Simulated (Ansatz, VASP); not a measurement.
## One calculation of PbS, two programs

```
Pb S
1.0
    -2.96713   -2.96713    0.00000
     2.96713   -2.96713    0.00000
     0.00000    0.00000   17.86853
Pb S
4 4
Direct
  0.50000 0.50000 0.08303
  0.00000 0.00000 0.24908
  0.50000 0.50000 0.41513
  0.00000 0.00000 0.58119
  0.00000 0.00000 0.08303
  0.50000 0.50000 0.24908
  0.00000 0.00000 0.41513
  0.50000 0.50000 0.58119
```

Alike in both runs: task single point; functional PBE; dispersion D3(BJ); k mesh 8 × 8 × 3; occupations gaussian, width 0.03 eV; no spin polarisation.

```csv
,VASP,Ansatz
version,VASP 6.6.1,Ansatz 0.2.0
potentials or method,"VASP PAW PBE potentials, release 64 (Pb_d, S), cutoff 520 eV","scalar-relativistic, plane waves, PAW"
valence electrons in the cell,80,80
```

Ansatz gave:

```
gap on the k mesh at the Fermi level (eV) : 1.06
least direct gap on the mesh (eV)         : 1.06
rms of the force components (eV/Å)        : 0.204
```

Problem. Estimate VASP's values.

Solution. gap on the k mesh at the Fermi level (eV): 1.07; least direct gap on the mesh (eV): 1.07; rms of the force components (eV/Å): 0.205.

Atom by atom the forces differ by 0.001 eV/Å (rms over components). Ansatz's warnings: xc potential rough in thin density.

Neither program's run includes spin-orbit coupling.
